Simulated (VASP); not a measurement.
Here is a VASP 6.6.1 calculation.

File INCAR:

```
PREC = Accurate
ENCUT = 520
EDIFF = 1E-7
ISMEAR = 0
SIGMA = 0.1
LREAL = False
LASPH = True
NELM = 80
ALGO = Normal
ISIF = 2
LWAVE = False
LCHARG = True
LDIPOL = True
IDIPOL = 3
DIPOL = 0.5 0.5 0.371
GGA = PE
LELF = True
LVHAR = True
LVACPOTAV = True
NBANDS = 32
```

KPOINTS

```
Automatic mesh
0
Gamma
  9 9 1
```

The input POSCAR:

```
W3S
1.0
    2.8545944806      0.0000000000      0.0000000000
   -1.4272972403      2.4721513377      0.0000000000
    0.0000000000      0.0000000000     20.1971108355
W S
3 1
Direct
    0.6666666667      0.3333333333      0.1980481284
    0.3333333333      0.6666666667      0.3143337982
    0.0000000000      0.0000000000      0.4306116309
    0.0000000000      0.1666666667      0.5405670815
```

Potentials or basis: VASP PAW PBE potentials, release 64 (W_sv, S).

Command:

```console
$ cat potpaw_PBE.64/W_sv/POTCAR potpaw_PBE.64/S/POTCAR > POTCAR
$ mpirun -np 1 vasp_std > vasp.out
```

Problem. What does it give for the largest force?

Solution. 0.408 eV/Å.

Problem. What does it give for the band gap on the k mesh?

Solution. Zero (band 24 reaches 2.23 eV, above the bottom of band 25 at 1.37 eV).

Forces in eV/Å, atoms in the order of the input:
```
W   -0.020  0.013  0.070
W    0.012 -0.028 -0.157
W    0.190 -0.349  0.076
S   -0.183  0.365  0.010
```

Caveat: spin-orbit coupling is left out, which moves the levels of the heavy elements.
